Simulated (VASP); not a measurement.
A run of VASP 6.6.1:

File POSCAR:

```
ZrB
1.0
    0.0000000000      2.4225701620      2.4225701620
    2.4225701620      0.0000000000      2.4225701620
    2.4225701620      2.4225701620      0.0000000000
Zr B
1 1
Direct
    0.5000000000      0.5000000000      0.5000000000
    0.0000000000      0.0000000000      0.0000000000
```

The input INCAR.step1:

```
ALGO = Normal ; EDIFF = 1E-5
ENCUT = 550 ; GGA = PE
GGA_COMPAT = F ; ISMEAR = 0
LASPH = T ; LCHARG = F
LREAL = F ; LWAVE = T
NBANDS = 14 ; NELM = 120
PREC = Accurate ; SIGMA = 0.05
```

The input INCAR.step2:

```
ALGO = Normal ; EDIFF = 1E-6
ENCUT = 550 ; GGA_COMPAT = F
ISIF = 2 ; ISMEAR = 0
ISTART = 1 ; LASPH = T
LCHARG = F ; LMIXTAU = T
LREAL = F ; LWAVE = F
METAGGA = R2SCAN ; NBANDS = 14
NELM = 120 ; PREC = Accurate
SIGMA = 0.05
```

The input KPOINTS:

```
k-points
0
Gamma
  8 8 8
```

Potentials or basis: VASP PAW PBE potentials, release 64 (Zr_sv, B).

Command:

```sh
$ cat potpaw_PBE.64/Zr_sv/POTCAR potpaw_PBE.64/B/POTCAR > POTCAR
$ cp INCAR.step1 INCAR
$ mpirun -np 1 vasp_std > vasp.out
$ cp INCAR.step2 INCAR
$ mpirun -np 1 vasp_std > vasp.out
```

Hardware: 1 thread of Intel(R) Xeon(R) Platinum 8488C (Sapphire Rapids), with other jobs on the host.

Q: Estimate the wall time of this run.

A: It took 47 s on 1 thread of Intel(R) Xeon(R) Platinum 8488C (Sapphire Rapids) (shared host), peak memory 0.17 GiB. Counts: k points 29.
